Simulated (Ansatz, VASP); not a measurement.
# Two plane-wave programs on BeZn2Se3

```
Be Zn Se
1.0
    -1.95454    5.86771    2.78665
     1.95454   -5.86771    2.78665
     1.95454    5.86771   -2.78665
Be Zn Se
1 2 3
Direct
  0.00226 0.00226 0.00000
  0.33750 0.00050 0.33700
  0.66350 0.00050 0.66300
  0.78252 0.28252 0.50000
  0.07556 0.23211 0.84344
  0.38867 0.23211 0.15656
```

Alike in both runs: functional PBE; k mesh 8 × 8 × 8; occupations gaussian, width 0.02 eV; no spin polarisation.

Ansatz relaxed the structure, and its values are those at the end. VASP's run is a single point on that final structure, the one shown.

|  | VASP | Ansatz |
| --- | --- | --- |
| version | VASP 6.6.1 | Ansatz 0.2.0 |
| potentials or method | VASP PAW PBE potentials, release 64 (Be, Zn, Se), cutoff 520 eV | scalar-relativistic, plane waves, PAW |
| valence electrons in the cell | 44 | 74 |

|  | VASP | Ansatz | Ansatz less VASP |
| --- | --- | --- | --- |
| gap on the k mesh at the Fermi level (eV) | 1.86 | 1.86 | -0.002 |
| least direct gap on the mesh (eV) | 1.86 | 1.86 | -0.002 |
| pressure (GPa) | 0.2 | 0.0 | -0.20 |
| rms of the force components (eV/Å) | 0.004 | 0.001 | -0.0030 |

The functional is the same, so the differences come from potentials, cutoffs and numerics. VASP's potentials hold 44 valence electrons a cell and Ansatz's 74, so a difference there can come from the potentials and not from the codes.
